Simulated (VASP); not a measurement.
Runs of VASP 6.6.1 on HfB. The structure is that of space group Fm-3m (No. 225), or close to it. The cells are those of the table. 

```tsv
cell	gap on the mesh (eV)	pressure (GPa)
a = 3.278 Å, angles 60.0°, 2 atoms	none	(b)
a = 3.211 Å, angles 60.0°, 2 atoms	none	46.8
a = 3.310 Å, angles 60.0°, 2 atoms	none	(a)
a = 3.341 Å, angles 60.0°, 2 atoms	none	13.7
a = 3.245 Å, angles 60.0°, 2 atoms	none	36.8
```

Alike in all rows: task single point; level PBE; potentials or basis VASP PAW PBE potentials, release 64 (Hf_pv, B); no spin polarisation; k mesh 9 × 9 × 9; cutoff (eV) 520; smearing fermi-dirac 0.15 eV.

Question: Fill in the values left out.

Answer: (a) 20.4; (b) 28.1.

Caveats: spin-orbit coupling is left out, which moves the levels of the heavy elements.

A k mesh can miss the band edges, and the runs leave out spin-orbit coupling on Hf.

A gap of «none» marks levels without a gap at the run's occupations.
